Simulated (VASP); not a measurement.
# V (Fd-3m) in VASP: a series of runs, part 2 of 2

VASP 6.6.1.

## (4) Single point, PBEsol

This run uses another cell than the first one, of 17.48 Å³/atom.

File INCAR:

```
SYSTEM = V
PREC     = Accurate       ! precision mode
ENCUT    = 520            ! plane-wave cutoff, eV
EDIFF    = 1E-6           ! SCF threshold, eV
ISMEAR   = -1             ! smearing method
SIGMA    = 0.08           ! smearing width, eV
LREAL    = .False.        ! projectors in reciprocal space
LASPH    = .True.         ! aspherical terms in the spheres
NELM     = 60             ! most SCF steps
ALGO     = Normal         ! electronic algorithm
ISIF     = 2              ! what is computed and relaxed
LWAVE    = .False.        ! write WAVECAR
LCHARG   = .False.        ! write CHGCAR
GGA      = PS             ! functional
NBANDS   = 20             ! bands
```

File KPOINTS:

```
Automatic mesh
0
Gamma
  14 14 14
  0 0 0
```

File POSCAR:

```
V
1.0
    0.0000000000      2.5951153099      2.5951153099
    2.5951153099      0.0000000000      2.5951153099
    2.5951153099      2.5951153099      0.0000000000
V
2
Direct
   -0.1250000000     -0.1250000000     -0.1250000000
    0.1250000000      0.1250000000      0.1250000000
```

Potentials or basis: VASP PAW PBE potentials, release 64 (V_sv).

Run with:

```sh
> cat potpaw_PBE.64/V_sv/POTCAR > POTCAR
> mpirun -np 1 vasp_std > vasp.out
```

OUTCAR:

```text
SYSTEM = V
   PREC = Accurate
   ENCUT = 520
   EDIFF = 1E-6
   ISMEAR = -1
   LREAL = .False.
   LASPH = .True.
   NELM = 60
   ISIF = 2
   GGA = PS

 ion  position               nearest neighbor table
   1  0.875  0.875  0.875-   2 2.25   2 2.25   2 2.25   2 2.25
   2  0.125  0.125  0.125-   1 2.25   1 2.25   1 2.25   1 2.25

  LATTYP: Found a face centered cubic cell.
 ALAT       =     5.1902306198

  Lattice vectors:

 A1 = (   0.0000000000,   2.5951153099,   2.5951153099)
 A2 = (   2.5951153099,   0.0000000000,   2.5951153099)
 A3 = (   2.5951153099,   2.5951153099,   0.0000000000)
[... 188 lines left out ...]
      4     -30.9657      2.00000
      5     -30.9657      2.00000
      6     -29.9715      2.00000
[... 541 lines left out ...]
     19      10.8561      0.00000
     20      15.0716      0.00000

 [... further k-points ...]
[... 5 lines left out ...]
  --------------------------------------------------------------------------------------
  -------------------------------------------------------------------------------------
  Total        0.1445526      0.1445526      0.1445526     -0.0000000     -0.0000000      0.0000000
  in kB        6.6257725      6.6257725      6.6257725     -0.0000000     -0.0000000      0.0000000
  external PRESSURE =       6.6257725 kB  Pullay stress =       0.0000000 kB

 VOLUME and BASIS-vectors are now :
 -----------------------------------------------------------------------------
  energy-cutoff  :      520.00
  volume of cell :       34.95
      direct lattice vectors                 reciprocal lattice vectors
     0.000000000  2.595115310  2.595115310    -0.192669666  0.192669666  0.192669666
     2.595115310  0.000000000  2.595115310     0.192669666 -0.192669666  0.192669666
     2.595115310  2.595115310  0.000000000     0.192669666  0.192669666 -0.192669666

 POSITION                                       TOTAL-FORCE (eV/Angst)
 -----------------------------------------------------------------------------------
      4.54145      4.54145      4.54145        -0.000000     -0.000000     -0.000000
      0.64878      0.64878      0.64878         0.000000      0.000000      0.000000
 -----------------------------------------------------------------------------------
    total drift:                                0.000000     -0.000000     -0.000000

  FREE ENERGIE OF THE ION-ELECTRON SYSTEM (eV)
  ---------------------------------------------------
  free  energy   TOTEN  =       -14.3650312740 eV

  energy  without entropy=      -14.2700752063  energy(sigma->0) =      -14.31755324
```

OSZICAR:

```text
N       E                     dE             d eps       ncg     rms          rms(c)
DAV:   1     0.337722388997E+03    0.33772E+03   -0.16419E+04  4160   0.145E+03
DAV:   2    -0.583402655745E+01   -0.34356E+03   -0.33821E+03  4248   0.483E+02
DAV:   3    -0.151302516404E+02   -0.92962E+01   -0.90984E+01  4936   0.963E+01
DAV:   4    -0.152312745899E+02   -0.10102E+00   -0.10067E+00  4440   0.100E+01
DAV:   5    -0.152324879899E+02   -0.12134E-02   -0.12132E-02  4588   0.115E+00    0.207E+01
DAV:   6    -0.143807997117E+02    0.85169E+00   -0.58585E+00  4792   0.208E+01    0.512E+00
DAV:   7    -0.143679425935E+02    0.12857E-01   -0.12677E-01  4372   0.356E+00    0.375E+00
DAV:   8    -0.143650789936E+02    0.28636E-02   -0.42687E-03  4560   0.722E-01    0.905E-02
DAV:   9    -0.143650308179E+02    0.48176E-04   -0.32041E-04  4560   0.185E-01    0.232E-02
DAV:  10    -0.143650312740E+02   -0.45613E-06   -0.72155E-06  4420   0.257E-02
   1 F= -.14365031E+02 E0= -.14317553E+02  d E =-.949561E-01
```

stdout:

```text
POSCAR found type information on POSCAR V
 POSCAR found :  1 types and       2 ions
 scaLAPACK will be used
 -----------------------------------------------------------------------------
|                                                                             |
|                                                                             |
|     You enforced a specific xc type in the INCAR file but a different       |
|     I HOPE YOU KNOW WHAT YOU ARE DOING!                                     |
|                                                                             |
 -----------------------------------------------------------------------------

 LDA part: xc-table for (Slater+PW92), standard interpolation
 POSCAR, INCAR and KPOINTS ok, starting setup
 FFT: planning ... GRIDC
 FFT: planning ... GRID_SOFT
 FFT: planning ... GRID
 WAVECAR not read
 entering main loop
```

Wall time 76 s (1 thread of Intel Xeon 8259CL, shared host); peak memory 0.19 GiB.

What came out:

| Item | Value |
| --- | --- |
| Free energy | -14.3650 eV |
| Pressure | 0.7 GPa |
| Band gap on the k mesh | zero (bands 13 and 14 overlap by 1.08 eV) |

Caveat: the PAW data sets were made with another functional, which shifts forces and pressure a little.

## (5) Relaxation of cell and atoms, PBEsol

This run uses another cell than the first one, of 16.20 Å³/atom.

File INCAR:

```
SYSTEM = V
  PREC = Accurate
  ENCUT = 600
  EDIFF = 1E-6
  ISMEAR = -1
  SIGMA = 0.08
  LREAL = .FALSE.
  LASPH = .TRUE.
  NELM = 80
  ALGO = Normal
  ISIF = 3
  LWAVE = .FALSE.
  LCHARG = .FALSE.
  GGA = PS
  IBRION = 2
  NSW = 60
  EDIFFG = -0.005
```

File KPOINTS:

```
Automatic mesh
0
G
  14 14 14
  0 0 0
```

File POSCAR:

```
V
1.0
    0.0000000000      2.5305582878      2.5305582878
    2.5305582878      0.0000000000      2.5305582878
    2.5305582878      2.5305582878      0.0000000000
V
2
Direct
   -0.1250000000     -0.1250000000     -0.1250000000
    0.1250000000      0.1250000000      0.1250000000
```

Run with:

```sh
> cat potpaw_PBE.64/V_sv/POTCAR > POTCAR
> mpirun -np 1 vasp_std > vasp.out
```

Wall time 7.6 min (1 thread of Intel Xeon 8259CL, shared host); peak memory 0.22 GiB.

The run converged. Its results:

```
Free energy                           : -14.3647 eV
Relaxed volume                        : 17.63 Å³/atom
Relaxed cell                          : a = 3.680 Å, b = 3.680 Å, c = 3.680 Å, α = 60.00°, β = 60.00°, γ = 60.00°
Space group after relaxing (to 0.1 Å) : Fd-3m (No. 227)
Energy gained by relaxing             : 30.9 meV/atom
Ionic steps                           : 7
Pressure after relaxing               : 0.0 GPa
Band gap on the k mesh                : zero (bands 13 and 14 overlap by 1.06 eV)
```

Step by step:
```csv
step,energy change (eV),largest force (eV/Å),pressure (GPa),volume (Å³)
1,0.0000,0.0000,7.44,32.41
2,-0.0576,0.0000,-1.64,36.07
3,-0.0617,0.0000,0.08,35.25
4,-0.0617,0.0000,-0.16,35.31
5,-0.0617,0.0000,0.20,35.22
6,-0.0617,0.0000,-0.05,35.26
7,-0.0617,0.0000,0.03,35.25
```

Final structure:
```
V
1.0
     0.00000    2.60250    2.60250
     2.60250    0.00000    2.60250
     2.60250    2.60250    0.00000
V
2
Direct
  0.87500 0.87500 0.87500
  0.12500 0.12500 0.12500
```

Levels at points of the mesh, in eV from the Fermi level:
| k point | band 11 | band 12 | band 13 | band 14 | band 15 | band 16 |
| --- | --- | --- | --- | --- | --- | --- |
| (0.00, 0.00, 0.00) | -1.21 | -0.58 | -0.58 | -0.58 | 1.59 | 1.59 |
| (0.50, 0.00, 0.00) | -1.15 | -1.15 | -0.62 | -0.62 | 0.39 | 2.47 |
| (0.50, 0.50, 0.00) | -0.51 | -0.51 | 0.34 | 0.34 | 1.27 | 1.27 |

Caveat: the PAW data sets were made with another functional, which shifts forces and pressure a little.

## (6) Overview

| task | cell | cutoff (eV) | gap on the mesh (eV) | pressure (GPa) |
| --- | --- | --- | --- | --- |
| single point | a = 2.704 Å, angles 60.0°, 2 atoms | 520 | none | 589.2 |
| single point | a = 3.608 Å, angles 60.0°, 2 atoms | 520 | none | 5.1 |
| single point | a = 3.670 Å, angles 60.0°, 2 atoms | 520 | none | 0.7 |
| relaxation of cell and atoms | relaxed from a = 3.579 Å, angles 60.0°, 2 atoms | 600 | none | 0.0 |

Alike in all rows: level PBEsol; potentials or basis VASP PAW PBE potentials, release 64 (V_sv); no spin polarisation; k mesh 14 × 14 × 14; smearing fermi-dirac 0.08 eV.

Caveats: the PAW data sets were made with another functional, which shifts forces and pressure a little; the cell stands under pressure (at least some runs); atoms lie so close that the PAW spheres overlap strongly, which falsifies energies and pressures (at least some runs).

Absolute energies hang on the potentials; compare differences alone.
